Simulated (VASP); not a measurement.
# Si in VASP: notebook

Runs on Si. Level: PBE. Tasks: single point.

All numbers are computed with VASP 6.6.1; they aren't measurements. Logs are shortened: lines on timing, memory, paths and dates and some standing lists are left out, and cuts for length are marked.

### 1 The cell of the first run

Symmetry: Fd-3m, No. 227, cubic system. The conventional cell has a = 5.429 Å, b = 5.429 Å, c = 5.429 Å, α = 90.00°, β = 90.00°, γ = 90.00°. Within 3.1 Å of Si (site symmetry -43m) lie 4 Si at 2.35 Å.

### 2 Single point, PBE

File INCAR:

```
ALGO = Normal
EDIFF = 1E-7
ENCUT = 520
GGA = PE
ISIF = 2
ISMEAR = -1
LASPH = T
LCHARG = F
LREAL = F
LWAVE = F
NBANDS = 11
NELM = 80
PREC = Accurate
SIGMA = 0.05
```

File KPOINTS:

```
k-points
0
Gamma
  10 10 10
```

File POSCAR:

```
Si
1.0
    0.0000000000      2.7144176166      2.7144176166
    2.7144176166      0.0000000000      2.7144176166
    2.7144176166      2.7144176166      0.0000000000
Si
2
Direct
   -0.1250000000     -0.1250000000     -0.1250000000
    0.1250000000      0.1250000000      0.1250000000
```

Potentials or basis: VASP PAW PBE potentials, release 64 (Si).

On the command line:

```console
> cat potpaw_PBE.64/Si/POTCAR > POTCAR
> mpirun -np 1 vasp_std > vasp.out
```

OUTCAR:

```text
EDIFF = 1E-7
   ENCUT = 520
   GGA = PE
   ISIF = 2
   ISMEAR = -1
   LASPH = T
   LREAL = F
   NELM = 80
   PREC = Accurate

 ion  position               nearest neighbor table
   1  0.875  0.875  0.875-   2 2.35   2 2.35   2 2.35   2 2.35
   2  0.125  0.125  0.125-   1 2.35   1 2.35   1 2.35   1 2.35

  LATTYP: Found a face centered cubic cell.
 ALAT       =     5.4288352332

  Lattice vectors:

 A1 = (   0.0000000000,   2.7144176166,   2.7144176166)
 A2 = (   2.7144176166,   0.0000000000,   2.7144176166)
 A3 = (   2.7144176166,   2.7144176166,   0.0000000000)

Analysis of symmetry for initial positions (statically):
=====================================================================
 Subroutine PRICEL returns:
 Original cell was already a primitive cell.

 Routine SETGRP: Setting up the symmetry group for a
 face centered cubic supercell.

 Subroutine GETGRP returns: Found 48 space group operations
 (whereof 12 operations were pure point group operations)
 out of a pool of 48 trial point group operations.

The static configuration has the point symmetry D_3d.
 The point group associated with its full space group is O_h .

Analysis of symmetry for dynamics (positions and initial velocities):
=====================================================================
 Subroutine PRICEL returns:
 Original cell was already a primitive cell.

 Routine SETGRP: Setting up the symmetry group for a
 face centered cubic supercell.

 Subroutine GETGRP returns: Found 48 space group operations
 (whereof 12 operations were pure point group operations)
 out of a pool of 48 trial point group operations.

The dynamic configuration has the point symmetry D_3d.
 The point group associated with its full space group is O_h .

 Subroutine INISYM returns: Found 48 space group operations
 (whereof 12 operations are pure point group operations),
 and found     1 'primitive' translations

----------------------------------------------------------------------------------------

                                     Primitive cell

  volume of cell :      40.0000

  direct lattice vectors                    reciprocal lattice vectors
     0.000000000  2.714417617  2.714417617    -0.184201575  0.184201575  0.184201575
     2.714417617  0.000000000  2.714417617     0.184201575 -0.184201575  0.184201575
     2.714417617  2.714417617  0.000000000     0.184201575  0.184201575 -0.184201575

  length of vectors
     3.838766207  3.838766207  3.838766207     0.319046487  0.319046487  0.319046487
[... 89 lines left out ...]
   POTIM  = 0.5000    time-step for ionic-motion
   TEBEG  =    0.0;   TEEND  =   0.0 temperature during run
   PSTRESS=    0.0 pullay stress
   NELECT =       8.0000    total number of electrons
   NUPDOWN=      -1.0000    fix difference up-down
   EMIN   =  10.00;   EMAX   =-10.00  energy-range for DOS
   EFERMI =   0.00;   METHOD = LEGACY
   ISMEAR =    -1;   SIGMA  =   0.05  broadening in eV -4-tet -1-fermi 0-gaus
   EFERMI_NEDOS =   21; number of points for ismear=-14 and -15
   IALGO  =     38    algorithm
   IMIX   =      4    mixing-type and parameters
     AMIX     =   0.40;   BMIX     =  1.00
     AMIX_MAG =   1.60;   BMIX_MAG =  1.00
  volume/ion in A,a.u.               =      20.00       134.97
  Fermi-wavevector in a.u.,A,eV,Ry     =   0.957381  1.809188 12.470807  0.916578
  Thomas-Fermi vector in A             =   2.086394
   LORBIT       =      0    0 simple, 1 ext, 2 COOP (PROOUT), +10 PAW based schemes
   GGA     = PE    functional components
   LHFCALC =     F    Hartree Fock is set to
   AEXX    =    0.0000 exact exchange contribution
   IVDW    =     0    specifies the selected vdW correction
   LEPSILON=     F    determine dielectric tensor
   LRPA    =     F    only Hartree local field effects (RPA)
 non-spin polarized calculation
  energy-cutoff  :      520.00
  volume of cell :       40.00
 maximum number of plane-waves:      1091
 NGX is ok and might be reduce to    30
   NGX = 15   NGY = 15   NGZ = 15

 number of electron       8.0000000 magnetization

 Free energy of the ion-electron system (eV)
  ---------------------------------------------------
  ext. energy  EPLUGINS =         0.00000000
  ---------------------------------------------------
  free energy    TOTEN  =       -10.84363043 eV

  energy without entropy =      -10.84360857  energy(sigma->0) =      -10.84361950

 E-fermi :   6.1113     XC(G=0):  -9.4130

 val. band max:        5.8364079941   @ k =   0.0000   0.0000   0.0000
 cond. band min:       6.4164760795   @ k =   0.4000   0.4000   0.0000
 fundamental gap:      0.5800680854
 Fermi energy:         6.1112751285

 k-point     1 :       0.0000    0.0000    0.0000
  band No.  band energies     occupation
      1      -6.1280      2.00000
      2       5.8364      1.99184
      3       5.8364      1.99184
      4       5.8364      1.99184
      5       8.4025      0.00000
      6       8.4025      0.00000
      7       8.4025      0.00000
      8       9.2222      0.00000
      9      13.5569      0.00000
     10      13.5569      0.00000
     11      13.8008      0.00000
[... 309 lines left out ...]
 k-point    24 :       0.4000    0.3000    0.0000
  band No.  band energies     occupation
      1      -3.9638      2.00000
      2       0.4173      2.00000
      3       2.9805      2.00000
      4       3.4025      2.00000
      5       6.8864      0.00000
      6       8.0810      0.00000
      7      12.7988      0.00000
      8      12.9122      0.00000
      9      16.3104      0.00000
     10      16.6242      0.00000
     11      18.0064      0.00000

 [... further k-points ...]

------------------------ aborting loop because EDIFF is reached ----------------------------------------

  FORCE on cell =-STRESS in cart. coord.  units (eV):
  Direction    XX          YY          ZZ          XY          YZ          ZX
  --------------------------------------------------------------------------------------
  -------------------------------------------------------------------------------------
  Total        0.5094861      0.5094861      0.5094861      0.0000000     -0.0000000     -0.0000000
  in kB       20.4071788     20.4071788     20.4071788      0.0000000     -0.0000000     -0.0000000
  external PRESSURE =      20.4071788 kB  Pullay stress =       0.0000000 kB

 VOLUME and BASIS-vectors are now :
 -----------------------------------------------------------------------------
  energy-cutoff  :      520.00
  volume of cell :       40.00
      direct lattice vectors                 reciprocal lattice vectors
     0.000000000  2.714417617  2.714417617    -0.184201575  0.184201575  0.184201575
     2.714417617  0.000000000  2.714417617     0.184201575 -0.184201575  0.184201575
     2.714417617  2.714417617  0.000000000     0.184201575  0.184201575 -0.184201575

 POSITION                                       TOTAL-FORCE (eV/Angst)
 -----------------------------------------------------------------------------------
      4.75023      4.75023      4.75023        -0.000000     -0.000000      0.000000
      0.67860      0.67860      0.67860         0.000000      0.000000     -0.000000
 -----------------------------------------------------------------------------------
    total drift:                               -0.000000      0.000000      0.000000

  FREE ENERGIE OF THE ION-ELECTRON SYSTEM (eV)
  ---------------------------------------------------
  free  energy   TOTEN  =       -10.8436304276 eV

  energy  without entropy=      -10.8436085702  energy(sigma->0) =      -10.84361950
```

OSZICAR:

```text
N       E                     dE             d eps       ncg     rms          rms(c)
DAV:   1     0.438959137230E+01    0.43896E+01   -0.31017E+03  1034   0.577E+02
DAV:   2    -0.106038612525E+02   -0.14993E+02   -0.14478E+02  1370   0.807E+01
DAV:   3    -0.110213509062E+02   -0.41749E+00   -0.41663E+00  1352   0.112E+01
DAV:   4    -0.110244103534E+02   -0.30594E-02   -0.30591E-02  1234   0.120E+00
DAV:   5    -0.110244414959E+02   -0.31142E-04   -0.31142E-04  1319   0.112E-01    0.489E+00
DAV:   6    -0.108992198819E+02    0.12522E+00   -0.71722E-02  1181   0.110E+00    0.298E+00
DAV:   7    -0.108421496100E+02    0.57070E-01   -0.13778E-01  1168   0.164E+00    0.185E-01
DAV:   8    -0.108434018143E+02   -0.12522E-02   -0.60169E-03  1172   0.418E-01    0.812E-02
DAV:   9    -0.108436042669E+02   -0.20245E-03   -0.19283E-04  1249   0.854E-02    0.598E-02
DAV:  10    -0.108436297393E+02   -0.25472E-04   -0.22262E-05  1231   0.271E-02    0.585E-03
DAV:  11    -0.108436302521E+02   -0.51279E-06   -0.20027E-06  1266   0.737E-03    0.323E-03
DAV:  12    -0.108436303894E+02   -0.13728E-06   -0.43893E-07  1181   0.414E-03    0.188E-03
DAV:  13    -0.108436304276E+02   -0.38283E-07   -0.43681E-09   751   0.443E-04
   1 F= -.10843630E+02 E0= -.10843619E+02  d E =-.218574E-04
```

stdout:

```text
POSCAR found type information on POSCAR Si
 POSCAR found :  1 types and       2 ions
 scaLAPACK will be used
 LDA part: xc-table for (Slater+PW92), standard interpolation
 POSCAR, INCAR and KPOINTS ok, starting setup
 FFT: planning ... GRIDC
 FFT: planning ... GRID_SOFT
 FFT: planning ... GRID
 WAVECAR not read
 entering main loop
```

It took 19 s on 1 thread of AMD EPYC 7R13, shared host; peak memory 0.13 GiB.

Results:

```yaml
Free_energy: -10.8436 eV
Pressure: 2.0 GPa
Band_gap_on_the_k_mesh: 0.58 eV (least direct gap 2.57 eV)
```

### 3 Single point, PBE (shortest bond scaled by 0.94)

File INCAR:

```
SYSTEM = Si
PREC = Accurate
ENCUT = 520
EDIFF = 1E-7
ISMEAR = -1
SIGMA = 0.05
LREAL = .False.
LASPH = .True.
NELM = 80
ALGO = Normal
ISIF = 2
LWAVE = .False.
LCHARG = .True.
GGA = PE
LELF = .True.
LVHAR = .True.
NBANDS = 11
```

File KPOINTS:

```
regular mesh
0
Gamma
  10 10 10
  0 0 0
```

File POSCAR:

```
Si
1.0
    0.0000000000      2.7144176166      2.7144176166
    2.7144176166      0.0000000000      2.7144176166
    2.7144176166      2.7144176166      0.0000000000
Si
2
Direct
   -0.1475000000     -0.1175000000     -0.1175000000
    0.1475000000      0.1175000000      0.1175000000
```

Potentials or basis: VASP PAW PBE potentials, release 64 (Si).

On the command line:

```console
> cat potpaw_PBE.64/Si/POTCAR > POTCAR
> mpirun -np 1 vasp_std > vasp.out
```

OUTCAR:

```text
SYSTEM = Si
   PREC = Accurate
   ENCUT = 520
   EDIFF = 1E-7
   ISMEAR = -1
   LREAL = .False.
   LASPH = .True.
   NELM = 80
   ISIF = 2
   GGA = PE

 ion  position               nearest neighbor table
   1  0.852  0.883  0.883-   2 2.21   2 2.40   2 2.40   2 2.40
   2  0.148  0.117  0.117-   1 2.21   1 2.40   1 2.40   1 2.40

  LATTYP: Found a face centered cubic cell.
 ALAT       =     5.4288352332

  Lattice vectors:

[... 524 lines left out ...]

------------------------ aborting loop because EDIFF is reached ----------------------------------------

  FORCE on cell =-STRESS in cart. coord.  units (eV):
  Direction    XX          YY          ZZ          XY          YZ          ZX
  --------------------------------------------------------------------------------------
  -------------------------------------------------------------------------------------
  Total        0.7218417      0.7218417      0.7218417     -0.9800528      0.9800528     -0.9800528
  in kB       28.9129600     28.9129600     28.9129600    -39.2554596     39.2554596    -39.2554596
  external PRESSURE =      28.9129600 kB  Pullay stress =       0.0000000 kB

 VOLUME and BASIS-vectors are now :
 -----------------------------------------------------------------------------
  energy-cutoff  :      520.00
  volume of cell :       40.00
      direct lattice vectors                 reciprocal lattice vectors
     0.000000000  2.714417617  2.714417617    -0.184201575  0.184201575  0.184201575
     2.714417617  0.000000000  2.714417617     0.184201575 -0.184201575  0.184201575
     2.714417617  2.714417617  0.000000000     0.184201575  0.184201575 -0.184201575

 POSITION                                       TOTAL-FORCE (eV/Angst)
 -----------------------------------------------------------------------------------
      4.79095      4.70951      4.70951        -1.351275      1.351275      1.351275
      0.63789      0.71932      0.71932         1.351275     -1.351275     -1.351275
 -----------------------------------------------------------------------------------
    total drift:                               -0.000000      0.000000      0.000000

  FREE ENERGIE OF THE ION-ELECTRON SYSTEM (eV)
  ---------------------------------------------------
  free  energy   TOTEN  =       -10.6884441622 eV

  energy  without entropy=      -10.6877003864  energy(sigma->0) =      -10.68807227
```

Run time: 75 s. Hardware: 1 thread of AMD EPYC 7R13, shared host; peak memory 0.15 GiB.

What came out:

```
Free energy   : -10.6884 eV
Pressure      : 2.9 GPa
Largest force : 2.340 eV/Å
```

Forces in eV/Å, atoms in the order of the input:
```
Si  -1.351  1.351  1.351
Si   1.351 -1.351 -1.351
```

Stress tensor (GPa, compression positive):
```
 2.89 -3.93 -3.93
-3.93  2.89  3.93
-3.93  3.93  2.89
```

Levels at points of the mesh, in eV from the Fermi level:
| k point | band 1 | band 2 | band 3 | band 4 | band 5 | band 6 | band 7 | band 8 |
| --- | --- | --- | --- | --- | --- | --- | --- | --- |
| (0.00, 0.00, 0.00) | -12.37 | -1.14 | 0.02 | 0.02 | 1.89 | 1.89 | 2.66 | 2.98 |
| (0.50, 0.00, 0.00) | -9.73 | -7.98 | -1.47 | -1.47 | 1.33 | 3.18 | 3.18 | 7.55 |
| (0.00, 0.50, 0.00) | -10.15 | -7.16 | -2.02 | -1.20 | 1.07 | 2.36 | 3.38 | 7.23 |
| (0.50, 0.50, 0.00) | -8.52 | -7.94 | -3.33 | -3.11 | 0.07 | 0.52 | 9.69 | 9.85 |

Caveat: the cell differs from its parent crystal (shortest bond scaled by 0.94); forces of over 1 eV/Å act on the atoms, so gaps and moduli don't describe the material at rest.
